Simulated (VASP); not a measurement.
Runs of VASP 6.6.1 on Ta4C3. The structure is that of space group Pm-3m (No. 221), or close to it. The cells are those of the table. 

```tsv
cell	gap on the mesh (eV)	pressure (GPa)
a = 4.226 Å, 7 atoms	none	(a)
a = 4.050 Å, 7 atoms	none	132.2
a = 4.050, b = 4.050, c = 4.226 Å, 7 atoms	none	(b)
a = 4.579 Å, 7 atoms	none	-28.2
a = 4.755 Å, 7 atoms	none	-43.8
```

Alike in all rows: task single point; level PBEsol; potentials or basis VASP PAW PBE potentials, release 64 (Ta_pv, C); no spin polarisation; k mesh 10 × 10 × 10; cutoff (eV) 520; smearing gaussian 0.15 eV.

Q: Estimate the missing entries.

A: (a) 50.4; (b) 102.3.

Caveats: the PAW data sets were made with another functional, which shifts forces and pressure a little; spin-orbit coupling is left out, which moves the levels of the heavy elements; the cell stands under pressure (at least some runs); the cell stands under tension (at least some runs); the stress differs along the axes, from 73 to 117 GPa (at least some runs).

A k mesh can miss the band edges, and the runs leave out spin-orbit coupling on Ta.

A gap of «none» marks levels without a gap at the run's occupations.
